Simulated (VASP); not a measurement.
# MgO in VASP: single point with PBEsol

Aim: the single point of MgO with PBEsol.

All numbers are computed with VASP 6.6.1; they aren't measurements. Logs are shortened: lines on timing, memory, paths and dates and some standing lists are left out, and cuts for length are marked.

## (1) The cell of the first run

The cell holds a slab with vacuum, 4 atoms: a = 2.680 Å, b = 2.938 Å, c = 19.241 Å, α = 90.00°, β = 90.00°, γ = 90.00°.

## (2) Single point, PBEsol

INCAR

```
ALGO = Normal ; DIPOL = 0.5 0.5 0.500
EDIFF = 1E-6 ; ENCUT = 520
GGA = PS ; GGA_COMPAT = F
IDIPOL = 3 ; ISIF = 2
ISMEAR = 1 ; LASPH = T
LCHARG = T ; LDIPOL = T
LELF = T ; LREAL = F
LVACPOTAV = T ; LVHAR = T
LWAVE = F ; NBANDS = 16
NELM = 120 ; NELMDL = -8
PREC = Accurate ; SIGMA = 0.05
```

KPOINTS

```
k-points
0
Gamma
  5 5 1
```

POSCAR

```
MgO
1.0
    2.6796800000      0.0000000000      0.0000000000
    0.0000000000      2.9380209000      0.0000000000
    0.0000000000      0.0000000000     19.2406679085
Mg O
2 2
Direct
    0.0000000000      0.0000000000      0.3897993581
    0.0000000000      0.5000000000      0.5220401281
    0.5000000000      0.9999999950      0.4779598719
    0.5000000000      0.4999999950      0.6102006419
```

Potentials or basis: VASP PAW PBE potentials, release 64 (Mg, O).

Launch:

```sh
> cat potpaw_PBE.64/Mg/POTCAR potpaw_PBE.64/O/POTCAR > POTCAR
> mpirun -np 1 vasp_std > vasp.out
```

OUTCAR:

```text
EDIFF = 1E-6
   ENCUT = 520
   GGA = PS
   ISIF = 2
   ISMEAR = 1
   LASPH = T
   LREAL = F
   NELM = 120
   NELMDL = -8
   PREC = Accurate

 ion  position               nearest neighbor table
   1  0.000  0.000  0.390-   3 2.16   3 2.16   2 2.94   2 2.94
   2  0.000  0.500  0.522-   3 2.16   3 2.16   3 2.16   3 2.16   4 2.16   4 2.16   1 2.94   1 2.94

   3  0.500  1.000  0.478-   2 2.16   2 2.16   2 2.16   2 2.16   1 2.16   1 2.16
   4  0.500  0.500  0.610-   2 2.16   2 2.16

  LATTYP: Found a simple orthorhombic cell.
 ALAT       =     2.6796800000
 B/A-ratio  =     1.0964073695
 C/A-ratio  =     7.1802110358

  Lattice vectors:

 A1 = (   2.6796800000,   0.0000000000,   0.0000000000)
 A2 = (   0.0000000000,   2.9380209000,   0.0000000000)
 A3 = (   0.0000000000,   0.0000000000,  19.2406679085)

Analysis of symmetry for initial positions (statically):
=====================================================================
 Subroutine PRICEL returns:
 Original cell was already a primitive cell.

 Routine SETGRP: Setting up the symmetry group for a
 simple orthorhombic supercell.

 Subroutine GETGRP returns: Found  4 space group operations
 (whereof  4 operations were pure point group operations)
 out of a pool of  8 trial point group operations.

The static configuration has the point symmetry C_2v.

Analysis of symmetry for dynamics (positions and initial velocities):
=====================================================================
 Subroutine PRICEL returns:
 Original cell was already a primitive cell.

 Routine SETGRP: Setting up the symmetry group for a
 simple orthorhombic supercell.

 Subroutine GETGRP returns: Found  4 space group operations
 (whereof  4 operations were pure point group operations)
 out of a pool of  8 trial point group operations.

The dynamic configuration has the point symmetry C_2v.

 Subroutine INISYM returns: Found  4 space group operations
 (whereof  4 operations are pure point group operations),
 and found     1 'primitive' translations

----------------------------------------------------------------------------------------

                                     Primitive cell

  volume of cell :     151.4809

  direct lattice vectors                    reciprocal lattice vectors
     2.679680000  0.000000000  0.000000000     0.373178887  0.000000000  0.000000000
     0.000000000  2.938020900  0.000000000     0.000000000  0.340365176  0.000000000
     0.000000000  0.000000000 19.240667909     0.000000000  0.000000000  0.051973248

  length of vectors
     2.679680000  2.938020900 19.240667909     0.373178887  0.340365176  0.051973248

  position of ions in fractional coordinates (direct lattice)
     0.000000000  0.000000000  0.389799358
     0.000000000  0.500000000  0.522040128
     0.500000000  0.999999995  0.477959872
     0.500000000  0.499999995  0.610200642

  ion indices of the primitive-cell ions
   primitive index   ion index
                 1           1
                 2           2
                 3           3
                 4           4

----------------------------------------------------------------------------------------

 KPOINTS: k-points

Automatic generation of k-mesh.
 Grid dimensions read from file:
 generate k-points for:    5    5    1

 Generating k-lattice:

  Cartesian coordinates                     Fractional coordinates (reciprocal lattice)
     0.074635777  0.000000000  0.000000000     0.200000000  0.000000000  0.000000000
     0.000000000  0.068073035  0.000000000     0.000000000  0.200000000  0.000000000
     0.000000000  0.000000000  0.051973248     0.000000000  0.000000000  1.000000000

  Length of vectors
     0.074635777  0.068073035  0.051973248

  Shift w.r.t. Gamma in fractional coordinates (k-lattice)
     0.000000000  0.000000000  0.000000000

 Subroutine IBZKPT returns following result:
 ===========================================

 Found      9 irreducible k-points:

 Following reciprocal coordinates:
            Coordinates               Weight
  0.000000  0.000000  0.000000      1.000000
  0.200000  0.000000  0.000000      2.000000
  0.400000  0.000000  0.000000      2.000000
  0.000000  0.200000  0.000000      2.000000
  0.200000  0.200000  0.000000      4.000000
  0.400000  0.200000  0.000000      4.000000
  0.000000  0.400000  0.000000      2.000000
  0.200000  0.400000  0.000000      4.000000
  0.400000  0.400000  0.000000      4.000000
   k-points           NKPTS =      9   k-points in BZ     NKDIM =      9   number of bands    NBANDS=     16
   number of dos      NEDOS =    301   number of ions     NIONS =      4
   total plane-waves  NPLWV =  69120
   dimension x,y,z NGX =    20 NGY =   24 NGZ =  144
   dimension x,y,z NGXF=    40 NGYF=   48 NGZF=  288
   ions per type =               2   2
   NGX,Y,Z   is equivalent  to a cutoff of  12.41, 13.58, 12.44 a.u.
   NGXF,Y,Z  is equivalent  to a cutoff of  24.82, 27.16, 24.88 a.u.
 SYSTEM =  unknown system
   PREC   = accura    normal or accurate (medium, high low for compatibility)
   ISTART =      0    job   : 0-new  1-cont  2-samecut
   ICHARG =      2    charge: 1-file 2-atom 10-const
   ISPIN  =      1    spin polarized calculation?
   LNONCOLLINEAR =      F non collinear calculations
   LSORBIT =      F    spin-orbit coupling
   LASPH  =      T    aspherical Exc in radial PAW
   ENCUT  =  520.0 eV  38.22 Ry    6.18 a.u.   4.98  5.46 35.77*2*pi/ulx,y,z
   NELM   =    120;   NELMIN=  2; NELMDL= -8     # of ELM steps
   EDIFF  = 0.1E-05   stopping-criterion for ELM
   LREAL  =      F    real-space projection
   EDIFFG = 0.1E-04   stopping-criterion for IOM
   NSW    =      0    number of steps for IOM
   IBRION =     -1    ionic relax: 0-MD 1-quasi-New 2-CG
   NFREE  =      0    steps in history (QN), initial steepest desc. (CG)
   ISIF   =      2    stress and relaxation
   ISYM   =      2    0-nonsym 1-usesym 2-fastsym
   POTIM  = 0.5000    time-step for ionic-motion
   TEBEG  =    0.0;   TEEND  =   0.0 temperature during run
   PSTRESS=    0.0 pullay stress
   NELECT =      16.0000    total number of electrons
   NUPDOWN=      -1.0000    fix difference up-down
   EMIN   =  10.00;   EMAX   =-10.00  energy-range for DOS
   EFERMI =   0.00;   METHOD = LEGACY
   ISMEAR =     1;   SIGMA  =   0.05  broadening in eV -4-tet -1-fermi 0-gaus
   EFERMI_NEDOS =   21; number of points for ismear=-14 and -15
   IALGO  =     38    algorithm
   IMIX   =      4    mixing-type and parameters
     AMIX     =   0.40;   BMIX     =  1.00
     AMIX_MAG =   1.60;   BMIX_MAG =  1.00
  volume/ion in A,a.u.               =      37.87       255.56
  Fermi-wavevector in a.u.,A,eV,Ry     =   0.773860  1.462383  8.147967  0.598859
  Thomas-Fermi vector in A             =   1.875793
   LORBIT       =      0    0 simple, 1 ext, 2 COOP (PROOUT), +10 PAW based schemes
   GGA     = PS    functional components
   LHFCALC =     F    Hartree Fock is set to
   AEXX    =    0.0000 exact exchange contribution
   IVDW    =     0    specifies the selected vdW correction
   LEPSILON=     F    determine dielectric tensor
   LRPA    =     F    only Hartree local field effects (RPA)
 non-spin polarized calculation
 Methfessel and Paxton  Order N= 1 SIGMA  =   0.05
  energy-cutoff  :      520.00
  volume of cell :      151.48
 maximum number of plane-waves:      4110
 NGX is ok and might be reduce to    20
   NGX =  9   NGY = 11   NGZ = 71

 number of electron      15.9999991 magnetization

 dipolmoment           0.000000      0.000000      0.254585 electrons x Angstroem

 Free energy of the ion-electron system (eV)
  ---------------------------------------------------
  ext. energy  EPLUGINS =         0.00000000
  ---------------------------------------------------
  free energy    TOTEN  =       -17.21261225 eV

  energy without entropy =      -17.21081156  energy(sigma->0) =      -17.21201202

 E-fermi :  -3.9992     XC(G=0):  -4.0479

 val. band max:       -4.0092984859   @ k =   0.2000   0.4000   0.0000
 cond. band min:      -3.9724808876   @ k =   0.4000   0.2000   0.0000
 fundamental gap:      0.0368175983
 Fermi energy:        -3.9991966935

 k-point     1 :       0.0000    0.0000    0.0000
  band No.  band energies     occupation
      1     -22.5334      2.00000
      2     -19.6597      2.00000
      3      -9.8210      2.00000
      4      -6.8760      2.00000
      5      -6.6261      2.00000
      6      -5.8668      2.00000
[... 8 lines left out ...]
     15       5.8450      0.00000
     16       6.5297      0.00000

 k-point     2 :       0.2000    0.0000    0.0000
  band No.  band energies     occupation
      1     -22.2401      2.00000
      2     -19.4487      2.00000
      3      -9.2951      2.00000
      4      -7.7914      2.00000
      5      -6.4611      2.00000
      6      -6.1256      2.00000
[... 8 lines left out ...]
     15       5.3907      0.00000
     16       6.5850      0.00000

 k-point     3 :       0.4000    0.0000    0.0000
  band No.  band energies     occupation
      1     -21.6988      2.00000
      2     -19.0736      2.00000
      3      -9.9482      2.00000
      4      -8.1717      2.00000
      5      -6.1763      2.00000
      6      -5.9795      2.00000
[... 8 lines left out ...]
     15       5.3919      0.00000
     16       6.8731      0.00000

 k-point     4 :       0.0000    0.2000    0.0000
  band No.  band energies     occupation
      1     -22.3506      2.00000
      2     -19.5520      2.00000
      3      -9.4206      2.00000
      4      -8.1682      2.00000
      5      -6.1778      2.00000
      6      -5.8034      2.00000
[... 8 lines left out ...]
     15       4.7958      0.00000
     16       6.4559      0.00000
[... 39 lines left out ...]
 k-point     7 :       0.0000    0.4000    0.0000
  band No.  band energies     occupation
      1     -22.0271      2.00000
      2     -19.3716      2.00000
      3      -9.8319      2.00000
      4      -8.4917      2.00000
      5      -5.6981      2.00000
      6      -5.5692      2.00000
[... 8 lines left out ...]
     15       5.6959      0.00000
     16       5.8358      0.00000

 k-point     8 :       0.2000    0.4000    0.0000
  band No.  band energies     occupation
      1     -21.7799      2.00000
      2     -19.1753      2.00000
      3      -9.4046      2.00000
      4      -8.1581      2.00000
      5      -7.1935      2.00000
      6      -5.2339      2.00000
[... 8 lines left out ...]
     15       5.7839      0.00000
     16       6.3895      0.00000

 k-point     9 :       0.4000    0.4000    0.0000
  band No.  band energies     occupation
      1     -21.3310      2.00000
      2     -18.8297      2.00000
      3      -9.1477      2.00000
      4      -8.5173      2.00000
      5      -7.5521      2.00000
      6      -5.5217      2.00000
[... 8 lines left out ...]
     15       5.4805      0.00000
     16       6.9907      0.00000

------------------------ aborting loop because EDIFF is reached ----------------------------------------

  FORCE on cell =-STRESS in cart. coord.  units (eV):
  Direction    XX          YY          ZZ          XY          YZ          ZX
  --------------------------------------------------------------------------------------
  -------------------------------------------------------------------------------------
  Total       -0.6388065     -0.3327121     -3.5491787      0.0000000      0.0000000      0.0000000
  in kB       -6.7565022     -3.5190153    -37.5388089      0.0000000      0.0000000      0.0000000
  external PRESSURE =     -15.9381088 kB  Pullay stress =       0.0000000 kB

 VOLUME and BASIS-vectors are now :
 -----------------------------------------------------------------------------
  energy-cutoff  :      520.00
  volume of cell :      151.48
      direct lattice vectors                 reciprocal lattice vectors
     2.679680000  0.000000000  0.000000000     0.373178887  0.000000000  0.000000000
     0.000000000  2.938020900  0.000000000     0.000000000  0.340365176  0.000000000
     0.000000000  0.000000000 19.240667909     0.000000000  0.000000000  0.051973248

 POSITION                                       TOTAL-FORCE (eV/Angst)
 -----------------------------------------------------------------------------------
      0.00000      0.00000      7.50000         0.000000      0.000000      0.830319
      0.00000      1.46901     10.04440         0.000000      0.000000      2.215973
      1.33984      2.93802      9.19627         0.000000      0.000000     -1.471175
      1.33984      1.46901     11.74067         0.000000      0.000000     -1.575116
 -----------------------------------------------------------------------------------
    total drift:                                0.000000      0.000037      0.000024

  FREE ENERGIE OF THE ION-ELECTRON SYSTEM (eV)
  ---------------------------------------------------
  free  energy   TOTEN  =       -17.2126122484 eV

  energy  without entropy=      -17.2108115611  energy(sigma->0) =      -17.21201202

 vacuum level on the upper side and lower side of the slab         6.050         0.199
```

Wall time 62 s (1 thread of Intel Xeon Platinum 8259CL at 2.50GHz (Skylake/Cascade Lake), shared host); peak memory 0.24 GiB.

Results:

* Free energy: -17.2126 eV
* Largest force: 2.216 eV/Å
* Band gap on the k mesh: zero (band 8 reaches -3.71 eV, above the bottom of band 9 at -4.09 eV)

Forces on the atoms (eV/Å):
```
Mg   0.000  0.000  0.830
Mg   0.000  0.000  2.216
O    0.000  0.000 -1.471
O    0.000  0.000 -1.575
```

Caveat: the k points lie up to 0.47 Å⁻¹ apart; the PAW data sets were made with another functional, which shifts forces and pressure a little.
